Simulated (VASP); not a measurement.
CaO: vibrations by perturbation theory with PBE

Crystal: CaO.

```
Ca O
1.0
     0.00000    2.40356    2.40356
     2.40356    0.00000    2.40356
     2.40356    2.40356    0.00000
Ca O
1 1
Direct
  0.00000 0.00000 0.00000
  0.50000 0.50000 0.50000
```

```
Program                : VASP 6.6.1
Task                   : vibrations by perturbation theory
Functional             : PBE
Potentials or basis    : VASP PAW PBE potentials, release 64 (Ca_sv, O)
Cutoff                 : 520 eV
k mesh                 : 7 × 7 × 7
Occupations            : gaussian, width 0.01 eV
Spin                   : no spin polarisation
Dipole correction      : no
Further INCAR settings : ALGO = Normal; EDIFF = 1e-08; NBANDS = 15; IBRION = 8; NSW = 1
```

The electronic dielectric tensor (diagonal) is 3.79, the born charges (mean of the diagonal) is Ca +2.36; O -2.36 e and the highest phonon frequency at Γ, LO-TO splitting left out is 272 cm⁻¹.

Phonon frequencies in cm⁻¹ (negative: imaginary):
```
              q point        frequencies
(0.000, 0.000, 0.000)  0 0 0 272 272 272
```

Electronic dielectric tensor:
```
3.79 0.00 0.00
0.00 3.79 0.00
0.00 0.00 3.79
```

Born effective charge tensors (e):
atom 1, Ca
```
2.36 0.00 0.00
0.00 2.36 0.00
0.00 0.00 2.36
```
atom 2, O
```
-2.36  0.00  0.00
 0.00 -2.36  0.00
 0.00  0.00 -2.36
```

It took 3.5 min on 1 thread of Intel(R) Xeon(R) 6975P-C (Granite Rapids) (shared host), peak memory 0.19 GiB.

Caveat: the cell stands under pressure or tension, which shifts response properties.
